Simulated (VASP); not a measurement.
La, 1 atom in the cell. It takes space group Pm-3m (No. 221, cubic). The conventional cell has a = 3.430 Å, b = 3.430 Å, c = 3.430 Å, α = 90.00°, β = 90.00°, γ = 90.00°. La (site symmetry m-3m) has 6 La at 3.43 Å within 4.5 Å.  This cell differs from its parent crystal: volume scaled by 1.04.

```yaml
Program: VASP 6.6.1
Task: single point
Functional: RPBE
Potentials_or_basis: VASP PAW PBE potentials, release 64 (La)
Cutoff: 520 eV
k_mesh: 11 × 11 × 11
Occupations: fermi-dirac, width 0.1 eV
Spin: no spin polarisation
Dipole_correction: no
Further_INCAR_settings: ALGO = Normal; EDIFF = 1e-07; NBANDS = 12
```

Potentials or basis: VASP PAW PBE potentials, release 64 (La).

Launch:

```bash
$ cat potpaw_PBE.64/La/POTCAR > POTCAR
$ mpirun -np 1 vasp_std > vasp.out
```

Hardware: 1 thread of Intel(R) Xeon(R) Platinum 8488C (Sapphire Rapids) (shared host).

Problem. How long does it take, and how much memory?

Solution. Run time: 34 s on 1 thread of Intel(R) Xeon(R) Platinum 8488C (Sapphire Rapids), on a shared host, peak memory 0.18 GiB. Counts: scf iterations 15, k points 56.
